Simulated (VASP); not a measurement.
# Be3ReH (Pmmm) in VASP: notebook

The runs below take Be3ReH through relaxation of cell and atoms, single point, with PBE.

Program: VASP 6.6.1. These are calculated values, not measurements. Logs are shortened: lines on timing, memory, paths and dates and some standing lists are left out, and cuts for length are marked.

### Step 1. The cell of the first run

The structure is orthorhombic, space group Pmmm (No. 47). The conventional cell has a = 2.481 Å, b = 3.134 Å, c = 11.670 Å, α = 90.00°, β = 90.00°, γ = 90.00°. Within 3.0 Å of Be (site symmetry mmm) lie 10 Be at 2.30 to 2.48 Å and 2 Re at 2.62 Å. Be (site symmetry mmm) has 10 Be at 2.27 to 2.48 Å and 2 H at 2.30 Å within 3.0 Å. Be (site symmetry mm2) has 7 Be at 2.27 to 2.48 Å and 4 Re at 2.49 Å and 2 H at 2.70 Å within 3.0 Å. Be (site symmetry mm2) has 7 Be at 2.15 to 2.48 Å and 4 H at 2.34 Å and 2 Re at 2.47 Å within 2.8 Å. Within 2.5 Å of Re (site symmetry mm2) lie 2 H at 1.82 Å and 6 Be at 2.47 to 2.49 Å and 2 Re at 2.48 Å. H (site symmetry mm2) has 2 Re at 1.82 Å and 5 Be at 2.30 to 2.34 Å and 2 H at 2.48 Å within 2.5 Å.

### Step 2. Relaxation of cell and atoms, PBE

The input, INCAR:

```
ALGO = Normal ; EDIFF = 1E-6
EDIFFG = -0.04 ; ENCUT = 600
GGA = PE ; IBRION = 2
ISIF = 3 ; ISMEAR = 0
LASPH = T ; LCHARG = F
LREAL = F ; LWAVE = F
NELM = 60 ; NSW = 90
PREC = Accurate ; SIGMA = 0.1
```

The input, KPOINTS:

```
k-points
0
Gamma
  8 6 2
```

The input, POSCAR:

```
Be3ReH
1.0
    2.4809040277      0.0000000000      0.0000000000
    0.0000000000      3.1340329622      0.0000000000
    0.0000000000      0.0000000000     11.6697136563
Be Re H
6 2 2
Direct
    0.5000000000      0.5000000000      0.5000000000
    0.5000000000      0.0000000000      0.0000000000
    0.0000000000      0.0000000000      0.5973854003
    0.0000000000      0.5000000000      0.0922555801
    0.0000000000      0.0000000000      0.4026145997
    0.0000000000      0.5000000000      0.9077444199
    0.5000000000      0.5000000000      0.7246317571
    0.5000000000      0.5000000000      0.2753682429
    0.5000000000      0.0000000000      0.8033132048
    0.5000000000      0.0000000000      0.1966867952
```

Potentials or basis: VASP PAW PBE potentials, release 64 (Be, Re, H).

Command:

```
cat potpaw_PBE.64/Be/POTCAR potpaw_PBE.64/Re/POTCAR potpaw_PBE.64/H/POTCAR > POTCAR
mpirun -np 1 vasp_std > vasp.out
```

OUTCAR:

```text
EDIFF = 1E-6
   EDIFFG = -0.04
   ENCUT = 600
   GGA = PE
   IBRION = 2
   ISIF = 3
   ISMEAR = 0
   LASPH = T
   LREAL = F
   NELM = 60
   NSW = 90
   PREC = Accurate

 ion  position               nearest neighbor table
   1  0.500  0.500  0.500-   3 2.30   5 2.30   3 2.30   5 2.30   3 2.30   5 2.30   3 2.30   5 2.30
                             7 2.62   8 2.62
   2  0.500  0.000  0.000-   4 2.27   6 2.27   4 2.27   6 2.27   4 2.27   6 2.27   4 2.27   6 2.27

   3  0.000  0.000  0.597-   5 2.27   1 2.30   1 2.30   1 2.30   1 2.30   7 2.49   7 2.49   7 2.49
                             7 2.49
   4  0.000  0.500  0.092-   6 2.15   2 2.27   2 2.27   2 2.27   2 2.27   8 2.47   8 2.47
   5  0.000  0.000  0.403-   3 2.27   1 2.30   1 2.30   1 2.30   1 2.30   8 2.49   8 2.49   8 2.49
                             8 2.49
   6  0.000  0.500  0.908-   4 2.15   2 2.27   2 2.27   2 2.27   2 2.27   7 2.47   7 2.47
   7  0.500  0.500  0.725-   9 1.82   9 1.82   6 2.47   6 2.47   3 2.49   3 2.49   3 2.49   3 2.49
                             1 2.62
   8  0.500  0.500  0.275-  10 1.82  10 1.82   4 2.47   4 2.47   5 2.49   5 2.49   5 2.49   5 2.49
                             1 2.62
   9  0.500  0.000  0.803-   7 1.82   7 1.82
  10  0.500  0.000  0.197-   8 1.82   8 1.82

  LATTYP: Found a simple orthorhombic cell.
 ALAT       =     2.4809040277
 B/A-ratio  =     1.2632624750
 C/A-ratio  =     4.7038150311

  Lattice vectors:

 A1 = (   2.4809040277,   0.0000000000,   0.0000000000)
 A2 = (   0.0000000000,   3.1340329622,   0.0000000000)
 A3 = (   0.0000000000,   0.0000000000,  11.6697136563)

Analysis of symmetry for initial positions (statically):
=====================================================================
 Subroutine PRICEL returns:
 Original cell was already a primitive cell.

 Routine SETGRP: Setting up the symmetry group for a
 simple orthorhombic supercell.

 Subroutine GETGRP returns: Found  8 space group operations
 (whereof  8 operations were pure point group operations)
 out of a pool of  8 trial point group operations.

The static configuration has the point symmetry D_2h.

Analysis of symmetry for dynamics (positions and initial velocities):
=====================================================================
 Subroutine PRICEL returns:
 Original cell was already a primitive cell.

 Routine SETGRP: Setting up the symmetry group for a
 simple orthorhombic supercell.

 Subroutine GETGRP returns: Found  8 space group operations
 (whereof  8 operations were pure point group operations)
 out of a pool of  8 trial point group operations.

The dynamic configuration has the point symmetry D_2h.

 Subroutine INISYM returns: Found  8 space group operations
 (whereof  8 operations are pure point group operations),
 and found     1 'primitive' translations

----------------------------------------------------------------------------------------

                                     Primitive cell

  volume of cell :      90.7348

  direct lattice vectors                    reciprocal lattice vectors
     2.480904028  0.000000000  0.000000000     0.403078873  0.000000000  0.000000000
     0.000000000  3.134032962  0.000000000     0.000000000  0.319077691  0.000000000
     0.000000000  0.000000000 11.669713656     0.000000000  0.000000000  0.085691906

  length of vectors
     2.480904028  3.134032962 11.669713656     0.403078873  0.319077691  0.085691906

  position of ions in fractional coordinates (direct lattice)
     0.500000000  0.500000000  0.500000000
     0.500000000  0.000000000  0.000000000
     0.000000000  0.000000000  0.597385400
     0.000000000  0.500000000  0.092255580
     0.000000000  0.000000000  0.402614600
     0.000000000  0.500000000  0.907744420
     0.500000000  0.500000000  0.724631757
     0.500000000  0.500000000  0.275368243
     0.500000000  0.000000000  0.803313205
     0.500000000  0.000000000  0.196686795

  ion indices of the primitive-cell ions
   primitive index   ion index
                 1           1
                 2           2
                 3           3
                 4           4
                 5           5
                 6           6
                 7           7
                 8           8
                 9           9
                10          10

----------------------------------------------------------------------------------------

 KPOINTS: k-points

Automatic generation of k-mesh.
 Grid dimensions read from file:
 generate k-points for:    8    6    2

 Generating k-lattice:

  Cartesian coordinates                     Fractional coordinates (reciprocal lattice)
     0.050384859  0.000000000  0.000000000     0.125000000  0.000000000  0.000000000
     0.000000000  0.053179615  0.000000000     0.000000000  0.166666667  0.000000000
     0.000000000  0.000000000  0.042845953     0.000000000  0.000000000  0.500000000

  Length of vectors
     0.050384859  0.053179615  0.042845953

  Shift w.r.t. Gamma in fractional coordinates (k-lattice)
     0.000000000  0.000000000  0.000000000

 Subroutine IBZKPT returns following result:
 ===========================================

 Found     40 irreducible k-points:

 Following reciprocal coordinates:
            Coordinates               Weight
  0.000000  0.000000  0.000000      1.000000
  0.125000  0.000000  0.000000      2.000000
  0.250000  0.000000  0.000000      2.000000
  0.375000  0.000000  0.000000      2.000000
  0.500000  0.000000  0.000000      1.000000
  0.000000  0.166667  0.000000      2.000000
[... 16 lines left out ...]
  0.250000  0.000000  0.500000      2.000000
  0.375000  0.000000  0.500000      2.000000
 [... further k-points ...]
   k-points           NKPTS =     40   k-points in BZ     NKDIM =     40   number of bands    NBANDS=     20
   number of dos      NEDOS =    301   number of ions     NIONS =     10
   total plane-waves  NPLWV =  53760
   dimension x,y,z NGX =    20 NGY =   28 NGZ =   96
   dimension x,y,z NGXF=    40 NGYF=   56 NGZF=  192
   ions per type =               6   2   2
   NGX,Y,Z   is equivalent  to a cutoff of  13.40, 14.85, 13.68 a.u.
   NGXF,Y,Z  is equivalent  to a cutoff of  26.80, 29.71, 27.35 a.u.
 SYSTEM =  unknown system
   PREC   = accura    normal or accurate (medium, high low for compatibility)
[... 25 lines left out ...]
   IALGO  =     38    algorithm
   IMIX   =      4    mixing-type and parameters
     AMIX     =   0.40;   BMIX     =  1.00
     AMIX_MAG =   1.60;   BMIX_MAG =  1.00
  volume/ion in A,a.u.               =       9.07        61.23
  Fermi-wavevector in a.u.,A,eV,Ry     =   1.106292  2.090588 16.651912  1.223881
  Thomas-Fermi vector in A             =   2.242790
   LORBIT       =      0    0 simple, 1 ext, 2 COOP (PROOUT), +10 PAW based schemes
   GGA     = PE    functional components
   LHFCALC =     F    Hartree Fock is set to
   AEXX    =    0.0000 exact exchange contribution
   IVDW    =     0    specifies the selected vdW correction
   LEPSILON=     F    determine dielectric tensor
   LRPA    =     F    only Hartree local field effects (RPA)
 conjugate gradient relaxation of ions
 non-spin polarized calculation
 Gauss-broadening in eV      SIGMA  =   0.10
  energy-cutoff  :      600.00
  volume of cell :       90.73
 maximum number of plane-waves:      3060
 NGX is ok and might be reduce to    20
   NGX =  9   NGY = 13   NGZ = 47

 number of electron      28.0000002 magnetization

 Free energy of the ion-electron system (eV)
  ---------------------------------------------------
  ext. energy  EPLUGINS =         0.00000000
  ---------------------------------------------------
  free energy    TOTEN  =       -51.64738841 eV

  energy without entropy =      -51.62754294  energy(sigma->0) =      -51.63746568

 E-fermi :   6.1245     XC(G=0): -11.2818

 val. band max:        6.1242157431   @ k =   0.5000   0.5000   0.5000
 cond. band min:       6.1287510654   @ k =   0.0000   0.3333   0.5000
 fundamental gap:      0.0045353223
 Fermi energy:         6.1244711794

 k-point     1 :       0.0000    0.0000    0.0000
  band No.  band energies     occupation
      1      -4.6622      2.00000
      2      -4.0470      2.00000
      3      -3.1187      2.00000
      4      -1.5377      2.00000
      5      -0.0267      2.00000
      6       0.7165      2.00000
[... 12 lines left out ...]
     19       8.9933      0.00000
     20      10.7321      0.00000

 k-point     2 :       0.1250    0.0000    0.0000
  band No.  band energies     occupation
      1      -4.3112      2.00000
      2      -3.6620      2.00000
      3      -2.8456      2.00000
      4      -1.2143      2.00000
      5       0.3157      2.00000
      6       1.4305      2.00000
[... 12 lines left out ...]
     19       8.9258      0.00000
     20      10.9197      0.00000

 k-point     3 :       0.2500    0.0000    0.0000
  band No.  band energies     occupation
      1      -3.3681      2.00000
      2      -2.6895      2.00000
      3      -2.0511      2.00000
      4      -0.3939      2.00000
      5       0.8178      2.00000
      6       2.1993      2.00000
[... 12 lines left out ...]
     19       8.6179      0.00000
     20       9.6593      0.00000

 k-point     4 :       0.3750    0.0000    0.0000
  band No.  band energies     occupation
      1      -2.0516      2.00000
      2      -1.4934      2.00000
      3      -0.8248      2.00000
      4       0.6324      2.00000
      5       1.0498      2.00000
      6       2.1684      2.00000
[... 12 lines left out ...]
     19      10.0904      0.00000
     20      10.5023      0.00000

 k-point     5 :       0.5000    0.0000    0.0000
  band No.  band energies     occupation
      1      -1.1458      2.00000
      2      -0.8251      2.00000
      3       0.1864      2.00000
      4       0.9910      2.00000
      5       1.3447      2.00000
      6       1.4787      2.00000
[... 12 lines left out ...]
     19      10.9547      0.00000
     20      11.1387      0.00000
[... 353 lines left out ...]
      6       0.5540      2.00000
[... 12 lines left out ...]
     19       8.9933      0.00000
     20      10.6674      0.00000

 k-point    22 :       0.1250    0.0000    0.5000
  band No.  band energies     occupation
      1      -4.1332      2.00000
      2      -4.0260      2.00000
      3      -2.2127      2.00000
      4      -1.8948      2.00000
      5       0.9359      2.00000
      6       1.1120      2.00000
[... 12 lines left out ...]
     19       8.7480      0.00000
     20      10.6276      0.00000

 k-point    23 :       0.2500    0.0000    0.5000
  band No.  band energies     occupation
      1      -3.2062      2.00000
      2      -3.0603      2.00000
      3      -1.4784      2.00000
      4      -0.9973      2.00000
      5       1.4373      2.00000
      6       1.6894      2.00000
[... 12 lines left out ...]
     19       8.4751      0.00000
     20       9.4918      0.00000

 k-point    24 :       0.3750    0.0000    0.5000
  band No.  band energies     occupation
      1      -1.9165      2.00000
      2      -1.7742      2.00000
      3      -0.4594      2.00000
      4       0.1474      2.00000
      5       1.4697      2.00000
      6       2.0263      2.00000
[... 12 lines left out ...]
     19      10.1289      0.00000
     20      10.8899      0.00000

 [... further k-points ...]

------------------------ aborting loop because EDIFF is reached ----------------------------------------

  FORCE on cell =-STRESS in cart. coord.  units (eV):
  Direction    XX          YY          ZZ          XY          YZ          ZX
  --------------------------------------------------------------------------------------
  -------------------------------------------------------------------------------------
  Total       -0.3643630      0.3522500      0.2219812      0.0000000      0.0000000      0.0000000
  in kB       -6.4338530      6.2199637      3.9197014      0.0000000      0.0000000      0.0000000
  external PRESSURE =       1.2352707 kB  Pullay stress =       0.0000000 kB

 VOLUME and BASIS-vectors are now :
 -----------------------------------------------------------------------------
  energy-cutoff  :      600.00
  volume of cell :       90.73
      direct lattice vectors                 reciprocal lattice vectors
     2.480904028  0.000000000  0.000000000     0.403078873  0.000000000  0.000000000
     0.000000000  3.134032962  0.000000000     0.000000000  0.319077691  0.000000000
     0.000000000  0.000000000 11.669713656     0.000000000  0.000000000  0.085691906

 POSITION                                       TOTAL-FORCE (eV/Angst)
 -----------------------------------------------------------------------------------
      1.24045      1.56702      5.83486         0.000000      0.000000      0.000000
      1.24045      0.00000      0.00000         0.000000      0.000000      0.000000
      0.00000      0.00000      6.97132         0.000000      0.000000     -0.030205
      0.00000      1.56702      1.07660         0.000000      0.000000     -0.010544
      0.00000      0.00000      4.69840         0.000000      0.000000      0.030205
      0.00000      1.56702     10.59312        -0.000000      0.000000      0.010544
      1.24045      1.56702      8.45625         0.000000      0.000000      0.034917
      1.24045      1.56702      3.21347         0.000000      0.000000     -0.034917
      1.24045      0.00000      9.37444         0.000000      0.000000      0.032500
      1.24045      0.00000      2.29528         0.000000      0.000000     -0.032500
 -----------------------------------------------------------------------------------
    total drift:                                0.000000      0.000000      0.000000

  FREE ENERGIE OF THE ION-ELECTRON SYSTEM (eV)
  ---------------------------------------------------
  free  energy   TOTEN  =       -51.6473884110 eV

  energy  without entropy=      -51.6275429404  energy(sigma->0) =      -51.63746568

 reached required accuracy - stopping structural energy minimisation
```

It took 63 s on 1 thread of Intel Xeon 6975P-C (Granite Rapids), shared host; peak memory 0.27 GiB.

Results:

| Property | Result |
| --- | --- |
| Free energy | -51.6474 eV |
| Pressure after relaxing | 0.1 GPa |
| Largest force after relaxing | 0.035 eV/Å |
| Band gap on the k mesh | zero (bands 14 and 15 overlap by 2.19 eV) |

Forces on the atoms (eV/Å):
```
Be   0.000  0.000  0.000
Be   0.000  0.000  0.000
Be   0.000  0.000 -0.030
Be   0.000  0.000 -0.011
Be   0.000  0.000  0.030
Be   0.000  0.000  0.011
Re   0.000  0.000  0.035
Re   0.000  0.000 -0.035
H    0.000  0.000  0.033
H    0.000  0.000 -0.033
```

Final structure:
```yaml
crystal:
  lattice:
    - [2.48090, 0.00000, 0.00000]
    - [0.00000, 3.13403, 0.00000]
    - [0.00000, 0.00000, 11.66971]
  atoms:
    - { symbol: Be, position: [0.50000, 0.50000, 0.50000] }
    - { symbol: Be, position: [0.50000, 0.00000, 0.00000] }
    - { symbol: Be, position: [0.00000, 0.00000, 0.59739] }
    - { symbol: Be, position: [0.00000, 0.50000, 0.09226] }
    - { symbol: Be, position: [0.00000, 0.00000, 0.40261] }
    - { symbol: Be, position: [0.00000, 0.50000, 0.90774] }
    - { symbol: Re, position: [0.50000, 0.50000, 0.72463] }
    - { symbol: Re, position: [0.50000, 0.50000, 0.27537] }
    - { symbol: H, position: [0.50000, 0.00000, 0.80331] }
    - { symbol: H, position: [0.50000, 0.00000, 0.19669] }
```

Caveat: the relaxation stopped at its first step, so nothing moved; spin-orbit coupling is left out, which moves the levels of the heavy elements.

### Step 3. Single point, PBE

The input, INCAR:

```
ALGO = Normal
EDIFF = 1E-7
ENCUT = 520
GGA = PE
ISIF = 2
ISMEAR = 0
LASPH = T
LCHARG = F
LREAL = F
LWAVE = F
NBANDS = 25
NELM = 80
PREC = Accurate
SIGMA = 0.1
```

The input, KPOINTS:

```
k-points
0
Gamma
  16 12 4
```

The input, POSCAR:

```
Be3ReH
1.0
    2.4932115943      0.0000000000      0.0000000000
    0.0000000000      3.0935764319      0.0000000000
    0.0000000000      0.0000000000     11.7441704590
Be Re H
6 2 2
Direct
    0.5000000000      0.5000000000      0.5000000000
    0.5000000000      0.0000000000      0.0000000000
    0.0000000000      0.0000000000      0.5971094810
    0.0000000000      0.5000000000      0.0937904878
    0.0000000000      0.0000000000      0.4028905190
    0.0000000000      0.5000000000      0.9062095122
    0.5000000000      0.5000000000      0.7237088554
    0.5000000000      0.5000000000      0.2762911446
    0.5000000000      0.0000000000      0.8042109364
    0.5000000000      0.0000000000      0.1957890636
```

Potentials or basis: VASP PAW PBE potentials, release 64 (Be, Re, H).

Command:

```
cat potpaw_PBE.64/Be/POTCAR potpaw_PBE.64/Re/POTCAR potpaw_PBE.64/H/POTCAR > POTCAR
mpirun -np 1 vasp_std > vasp.out
```

Wall time 5.6 min (1 thread of Intel Xeon 6975P-C (Granite Rapids), shared host); peak memory 0.48 GiB.

The run converged. Its results:

| Property | Result |
| --- | --- |
| Free energy | -51.5648 eV |
| Pressure | 0.1 GPa |
| Largest force | 0.039 eV/Å |
| Band gap on the k mesh | zero (bands 14 and 15 overlap by 2.00 eV) |

Forces on the atoms (eV/Å):
```
Be   0.000  0.000  0.000
Be   0.000  0.000  0.000
Be   0.000  0.000 -0.015
Be   0.000  0.000 -0.007
Be   0.000  0.000  0.015
Be   0.000  0.000  0.007
Re   0.000  0.000 -0.030
Re   0.000  0.000  0.030
H    0.000  0.000  0.039
H    0.000  0.000 -0.039
```

Stress tensor (GPa, compression positive):
```
-0.44  0.00  0.00
 0.00  0.54  0.00
 0.00  0.00  0.27
```

Levels at points of the mesh, in eV from the Fermi level:
| k point | band 10 | band 11 | band 12 | band 13 | band 14 | band 15 | band 16 | band 17 | band 18 | band 19 |
| --- | --- | --- | --- | --- | --- | --- | --- | --- | --- | --- |
| (0.00, 0.00, 0.00) | -1.86 | -1.42 | -0.46 | 0.85 | 0.99 | 1.86 | 1.94 | 2.54 | 2.87 | 2.87 |
| (0.50, 0.00, 0.00) | -2.53 | -2.48 | -2.46 | -1.48 | -0.44 | 0.16 | 0.24 | 0.52 | 3.38 | 4.64 |
| (0.00, 0.50, 0.00) | -3.87 | -2.72 | -2.40 | -2.02 | -0.35 | 1.58 | 1.59 | 2.22 | 2.25 | 2.26 |
| (0.50, 0.50, 0.00) | -2.15 | -1.68 | -1.50 | -0.82 | 0.08 | 0.42 | 1.55 | 1.66 | 2.17 | 2.50 |
| (0.00, 0.00, 0.50) | -1.81 | -1.51 | -0.56 | 1.13 | 1.14 | 1.87 | 1.93 | 2.04 | 2.87 | 2.87 |
| (0.50, 0.00, 0.50) | -2.55 | -2.48 | -2.46 | -1.13 | -0.70 | 0.17 | 0.23 | 0.80 | 2.85 | 4.65 |
| (0.00, 0.50, 0.50) | -3.73 | -3.21 | -2.75 | -1.30 | -0.35 | 1.58 | 1.59 | 2.18 | 2.23 | 2.25 |
| (0.50, 0.50, 0.50) | -2.22 | -1.67 | -1.52 | -0.59 | 0.03 | 0.41 | 1.20 | 1.64 | 2.44 | 2.55 |

Caveat: spin-orbit coupling is left out, which moves the levels of the heavy elements.
